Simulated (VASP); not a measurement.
# KF in VASP: settings compared

KF is run at these levels: PBE, r2SCAN; tasks: single point, relaxation of cell and atoms.

Program: VASP 6.6.1. These are calculated values, not measurements. Logs are shortened: lines on timing, memory, paths and dates and some standing lists are left out, and cuts for length are marked.

## (1) The cell of the first run

The structure is cubic, space group Fm-3m (No. 225). Conventional cell: a = 5.420 Å, b = 5.420 Å, c = 5.420 Å, α = 90.00°, β = 90.00°, γ = 90.00°. Within 3.6 Å of K (site symmetry m-3m) lie 6 F at 2.71 Å. Within 3.6 Å of F (site symmetry m-3m) lie 6 K at 2.71 Å.

## (2) Single point, PBE

The input, INCAR:

```
SYSTEM = KF
PREC = Accurate
ENCUT = 520
EDIFF = 1E-6
ISMEAR = 0
SIGMA = 0.02
LREAL = .FALSE.
LASPH = .TRUE.
NELM = 60
ALGO = Normal
ISIF = 2
LWAVE = .FALSE.
LCHARG = .TRUE.
GGA = PE
LELF = .TRUE.
LVHAR = .TRUE.
NBANDS = 15
```

The input, KPOINTS:

```
Automatic mesh
0
G
  8 8 8
  0 0 0
```

The input, POSCAR:

```
KF
1.0
    0.0000000000      2.7102370908      2.7102370908
    2.7102370908      0.0000000000      2.7102370908
    2.7102370908      2.7102370908      0.0000000000
K F
1 1
Direct
    0.0000000000      0.0000000000      0.0000000000
    0.5000000000      0.5000000000      0.5000000000
```

Potentials or basis: VASP PAW PBE potentials, release 64 (K_sv, F).

On the command line:

```bash
$ cat potpaw_PBE.64/K_sv/POTCAR potpaw_PBE.64/F/POTCAR > POTCAR
$ mpirun -np 1 vasp_std > vasp.out
```

OUTCAR:

```text
SYSTEM = KF
   PREC = Accurate
   ENCUT = 520
   EDIFF = 1E-6
   ISMEAR = 0
   LREAL = .FALSE.
   LASPH = .TRUE.
   NELM = 60
   ISIF = 2
   GGA = PE

 ion  position               nearest neighbor table
   1  0.000  0.000  0.000-   2 2.71   2 2.71   2 2.71   2 2.71   2 2.71   2 2.71
   2  0.500  0.500  0.500-   1 2.71   1 2.71   1 2.71   1 2.71   1 2.71   1 2.71

  LATTYP: Found a face centered cubic cell.
 ALAT       =     5.4204741816

  Lattice vectors:

 A1 = (   0.0000000000,   2.7102370908,   2.7102370908)
 A2 = (   2.7102370908,   0.0000000000,   2.7102370908)
 A3 = (   2.7102370908,   2.7102370908,   0.0000000000)

Analysis of symmetry for initial positions (statically):
=====================================================================
 Subroutine PRICEL returns:
 Original cell was already a primitive cell.

 Routine SETGRP: Setting up the symmetry group for a
 face centered cubic supercell.

 Subroutine GETGRP returns: Found 48 space group operations
 (whereof 48 operations were pure point group operations)
 out of a pool of 48 trial point group operations.

The static configuration has the point symmetry O_h .

Analysis of symmetry for dynamics (positions and initial velocities):
=====================================================================
 Subroutine PRICEL returns:
 Original cell was already a primitive cell.

 Routine SETGRP: Setting up the symmetry group for a
 face centered cubic supercell.

 Subroutine GETGRP returns: Found 48 space group operations
 (whereof 48 operations were pure point group operations)
 out of a pool of 48 trial point group operations.

The dynamic configuration has the point symmetry O_h .

 Subroutine INISYM returns: Found 48 space group operations
 (whereof 48 operations are pure point group operations),
 and found     1 'primitive' translations

----------------------------------------------------------------------------------------

                                     Primitive cell

  volume of cell :      39.8155

  direct lattice vectors                    reciprocal lattice vectors
     0.000000000  2.710237091  2.710237091    -0.184485705  0.184485705  0.184485705
     2.710237091  0.000000000  2.710237091     0.184485705 -0.184485705  0.184485705
     2.710237091  2.710237091  0.000000000     0.184485705  0.184485705 -0.184485705

  length of vectors
     3.832854051  3.832854051  3.832854051     0.319538614  0.319538614  0.319538614

  position of ions in fractional coordinates (direct lattice)
     0.000000000  0.000000000  0.000000000
     0.500000000  0.500000000  0.500000000

  ion indices of the primitive-cell ions
   primitive index   ion index
                 1           1
                 2           2

----------------------------------------------------------------------------------------

 KPOINTS: Automatic mesh

Automatic generation of k-mesh.
 Grid dimensions read from file:
 generate k-points for:    8    8    8

 Generating k-lattice:

  Cartesian coordinates                     Fractional coordinates (reciprocal lattice)
    -0.023060713  0.023060713  0.023060713     0.125000000  0.000000000  0.000000000
     0.023060713 -0.023060713  0.023060713     0.000000000  0.125000000  0.000000000
     0.023060713  0.023060713 -0.023060713     0.000000000  0.000000000  0.125000000

  Length of vectors
     0.039942327  0.039942327  0.039942327

  Shift w.r.t. Gamma in fractional coordinates (k-lattice)
     0.000000000  0.000000000  0.000000000

 Subroutine IBZKPT returns following result:
 ===========================================

 Found     29 irreducible k-points:

 Following reciprocal coordinates:
            Coordinates               Weight
  0.000000  0.000000  0.000000      1.000000
  0.125000  0.000000  0.000000      8.000000
  0.250000  0.000000  0.000000      8.000000
  0.375000  0.000000  0.000000      8.000000
  0.500000  0.000000  0.000000      4.000000
  0.125000  0.125000  0.000000      6.000000
[... 16 lines left out ...]
  0.500000  0.250000  0.125000     48.000000
 -0.375000  0.250000  0.125000     24.000000
 [... further k-points ...]
   k-points           NKPTS =     29   k-points in BZ     NKDIM =     29   number of bands    NBANDS=     15
   number of dos      NEDOS =    301   number of ions     NIONS =      2
   total plane-waves  NPLWV =  27000
   dimension x,y,z NGX =    30 NGY =   30 NGZ =   30
   dimension x,y,z NGXF=    60 NGYF=   60 NGZF=   60
   ions per type =               1   1
   NGX,Y,Z   is equivalent  to a cutoff of  13.01, 13.01, 13.01 a.u.
   NGXF,Y,Z  is equivalent  to a cutoff of  26.02, 26.02, 26.02 a.u.
 SYSTEM =  KF
   PREC   = accura    normal or accurate (medium, high low for compatibility)
   ISTART =      0    job   : 0-new  1-cont  2-samecut
   ICHARG =      2    charge: 1-file 2-atom 10-const
   ISPIN  =      1    spin polarized calculation?
   LNONCOLLINEAR =      F non collinear calculations
   LSORBIT =      F    spin-orbit coupling
   LASPH  =      T    aspherical Exc in radial PAW
   ENCUT  =  520.0 eV  38.22 Ry    6.18 a.u.   7.13  7.13  7.13*2*pi/ulx,y,z
   NELM   =     60;   NELMIN=  2; NELMDL= -5     # of ELM steps
   EDIFF  = 0.1E-05   stopping-criterion for ELM
   LREAL  =      F    real-space projection
   EDIFFG = 0.1E-04   stopping-criterion for IOM
   NSW    =      0    number of steps for IOM
   IBRION =     -1    ionic relax: 0-MD 1-quasi-New 2-CG
   NFREE  =      0    steps in history (QN), initial steepest desc. (CG)
   ISIF   =      2    stress and relaxation
   ISYM   =      2    0-nonsym 1-usesym 2-fastsym
   POTIM  = 0.5000    time-step for ionic-motion
   TEBEG  =    0.0;   TEEND  =   0.0 temperature during run
   PSTRESS=    0.0 pullay stress
   NELECT =      16.0000    total number of electrons
   NUPDOWN=      -1.0000    fix difference up-down
   EMIN   =  10.00;   EMAX   =-10.00  energy-range for DOS
   EFERMI =   0.00;   METHOD = LEGACY
   ISMEAR =     0;   SIGMA  =   0.02  broadening in eV -4-tet -1-fermi 0-gaus
   EFERMI_NEDOS =   21; number of points for ismear=-14 and -15
   IALGO  =     38    algorithm
   IMIX   =      4    mixing-type and parameters
     AMIX     =   0.40;   BMIX     =  1.00
     AMIX_MAG =   1.60;   BMIX_MAG =  1.00
  volume/ion in A,a.u.               =      19.91       134.34
  Fermi-wavevector in a.u.,A,eV,Ry     =   1.208085  2.282950 19.857291  1.459470
  Thomas-Fermi vector in A             =   2.343703
   LORBIT       =      0    0 simple, 1 ext, 2 COOP (PROOUT), +10 PAW based schemes
   GGA     = PE    functional components
   LHFCALC =     F    Hartree Fock is set to
   AEXX    =    0.0000 exact exchange contribution
   IVDW    =     0    specifies the selected vdW correction
   LEPSILON=     F    determine dielectric tensor
   LRPA    =     F    only Hartree local field effects (RPA)
 non-spin polarized calculation
 Gauss-broadening in eV      SIGMA  =   0.02
  energy-cutoff  :      520.00
  volume of cell :       39.82
 maximum number of plane-waves:      1090
 NGX is ok and might be reduce to    30
   NGX = 15   NGY = 15   NGZ = 15

 number of electron      15.9999992 magnetization

 Free energy of the ion-electron system (eV)
  ---------------------------------------------------
  ext. energy  EPLUGINS =         0.00000000
  ---------------------------------------------------
  free energy    TOTEN  =        -8.29929472 eV

  energy without entropy =       -8.29929472  energy(sigma->0) =       -8.29929472

 E-fermi :  -2.8300     XC(G=0):  -8.2117

 val. band max:       -2.9143628245   @ k =   0.0000   0.0000   0.0000
 cond. band min:       3.0324539025   @ k =   0.0000   0.0000   0.0000
 fundamental gap:      5.9468167270
 Fermi energy:        -2.8300429296

 k-point     1 :       0.0000    0.0000    0.0000
  band No.  band energies     occupation
      1     -29.1736      2.00000
      2     -21.5481      2.00000
      3     -12.4531      2.00000
      4     -12.4531      2.00000
      5     -12.4531      2.00000
      6      -2.9144      2.00000
      7      -2.9144      2.00000
      8      -2.9144      2.00000
      9       3.0325      0.00000
     10       7.6436      0.00000
     11       7.6436      0.00000
     12       7.6436      0.00000
     13       9.2594      0.00000
     14       9.2594      0.00000
     15      13.7406      0.00000

 k-point     2 :       0.1250    0.0000    0.0000
  band No.  band energies     occupation
      1     -29.1624      2.00000
      2     -21.5578      2.00000
      3     -12.4904      2.00000
      4     -12.4582      2.00000
      5     -12.4582      2.00000
      6      -3.0462      2.00000
      7      -2.9618      2.00000
      8      -2.9618      2.00000
      9       3.4497      0.00000
     10       7.3975      0.00000
     11       7.8439      0.00000
     12       7.8439      0.00000
     13       9.3907      0.00000
     14       9.3907      0.00000
     15      14.4577      0.00000

 k-point     3 :       0.2500    0.0000    0.0000
  band No.  band energies     occupation
      1     -29.1353      2.00000
      2     -21.5817      2.00000
      3     -12.5795      2.00000
      4     -12.4704      2.00000
      5     -12.4704      2.00000
      6      -3.3259      2.00000
      7      -3.0739      2.00000
      8      -3.0739      2.00000
      9       4.4998      0.00000
     10       7.0411      0.00000
     11       8.3364      0.00000
     12       8.3364      0.00000
     13       9.8071      0.00000
     14       9.8071      0.00000
     15      15.3223      0.00000
[... 343 lines left out ...]
 k-point    23 :       0.5000    0.2500    0.1250
  band No.  band energies     occupation
      1     -29.0954      2.00000
      2     -21.5923      2.00000
      3     -12.6994      2.00000
      4     -12.6275      2.00000
      5     -12.5122      2.00000
      6      -3.4480      2.00000
      7      -3.1870      2.00000
      8      -3.0719      2.00000
      9       6.0800      0.00000
     10       6.5712      0.00000
     11       8.6116      0.00000
     12       9.4412      0.00000
     13      10.3244      0.00000
     14      11.2504      0.00000
     15      12.8404      0.00000

 k-point    24 :      -0.3750    0.2500    0.1250
  band No.  band energies     occupation
      1     -29.0866      2.00000
      2     -21.5960      2.00000
      3     -12.7380      2.00000
      4     -12.6416      2.00000
      5     -12.5197      2.00000
      6      -3.4542      2.00000
      7      -3.1733      2.00000
      8      -3.1583      2.00000
      9       6.3116      0.00000
     10       6.9665      0.00000
     11       8.5216      0.00000
     12       9.5779      0.00000
     13      10.7768      0.00000
     14      11.7638      0.00000
     15      11.9215      0.00000

 [... further k-points ...]
[... 5 lines left out ...]
  --------------------------------------------------------------------------------------
  -------------------------------------------------------------------------------------
  Total        0.0043905      0.0043905      0.0043905     -0.0000000     -0.0000000      0.0000000
  in kB        0.1766739      0.1766739      0.1766739     -0.0000000     -0.0000000      0.0000000
  external PRESSURE =       0.1766739 kB  Pullay stress =       0.0000000 kB

 VOLUME and BASIS-vectors are now :
 -----------------------------------------------------------------------------
  energy-cutoff  :      520.00
  volume of cell :       39.82
      direct lattice vectors                 reciprocal lattice vectors
     0.000000000  2.710237091  2.710237091    -0.184485705  0.184485705  0.184485705
     2.710237091  0.000000000  2.710237091     0.184485705 -0.184485705  0.184485705
     2.710237091  2.710237091  0.000000000     0.184485705  0.184485705 -0.184485705

 POSITION                                       TOTAL-FORCE (eV/Angst)
 -----------------------------------------------------------------------------------
      0.00000      0.00000      0.00000         0.000000      0.000000      0.000000
      2.71024      2.71024      2.71024        -0.000000     -0.000000     -0.000000
 -----------------------------------------------------------------------------------
    total drift:                                0.000000      0.000000      0.000000

  FREE ENERGIE OF THE ION-ELECTRON SYSTEM (eV)
  ---------------------------------------------------
  free  energy   TOTEN  =        -8.2992947210 eV

  energy  without entropy=       -8.2992947210  energy(sigma->0) =       -8.29929472
```

Wall time 9.5 s (1 thread of Intel Xeon 6975P-C (Granite Rapids), shared host); peak memory 0.17 GiB.

Results:

- Free energy: -8.2993 eV
- Pressure: 0.0 GPa
- Band gap on the k mesh: 5.95 eV, direct

A k mesh can miss the band edges. As with any semilocal functional, this PBE gap is likely too small.

(Continued in part 2 of 2.)
